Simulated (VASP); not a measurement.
Input of a VASP 6.6.1 run:

File INCAR:

```
SYSTEM = Rb5AlO4
ALGO     = Normal         ! electronic algorithm
EDIFF    = 1E-7           ! SCF threshold, eV
ENCUT    = 520            ! plane-wave cutoff, eV
GGA      = PE             ! functional
ISIF     = 2              ! what is computed and relaxed
ISMEAR   = 0              ! smearing method
LASPH    = .True.         ! aspherical terms in the spheres
LCHARG   = .True.         ! write CHGCAR
LELF     = .True.         ! ELF
LREAL    = .False.        ! projectors in reciprocal space
LVHAR    = .True.       
LWAVE    = .False.        ! write WAVECAR
NBANDS   = 47             ! bands
NELM     = 100            ! most SCF steps
PREC     = Accurate       ! precision mode
SIGMA    = 0.02           ! smearing width, eV
```

File KPOINTS:

```
k-points
0
Gamma
  6 6 6
  0 0 0
```

The input POSCAR:

```
Rb5AlO4
1.0
    6.9373246586      0.0000000000      0.0000000000
    0.0000000000      6.9373246586      0.0000000000
    0.0000000000      0.0000000000      6.9373246586
Rb Al O
5 1 4
Direct
    0.2716100985      0.2716100985      0.2716100985
    0.7283899015      0.7283899015      0.2716100985
    0.7283899015      0.2716100985      0.7283899015
    0.2716100985      0.7283899015      0.7283899015
    0.0000000000      0.0000000000      0.0000000000
    0.5000000000      0.5000000000      0.5000000000
    0.6505446685      0.6505446685      0.6505446685
    0.3494553315      0.3494553315      0.6505446685
    0.3494553315      0.6505446685      0.3494553315
    0.6505446685      0.3494553315      0.3494553315
```

Potentials or basis: VASP PAW PBE potentials, release 64 (Rb_sv, Al, O).

Run with:

```sh
$ cat potpaw_PBE.64/Rb_sv/POTCAR potpaw_PBE.64/Al/POTCAR potpaw_PBE.64/O/POTCAR > POTCAR
$ mpirun -np 1 vasp_std > vasp.out
```

(1) Estimate the largest force.

(2) Predict the pressure.

(3) Estimate the band gap on the k mesh.

Results:

(1) 0.038 eV/Å.

(2) 0.1 GPa.

(3) 0.54 eV.
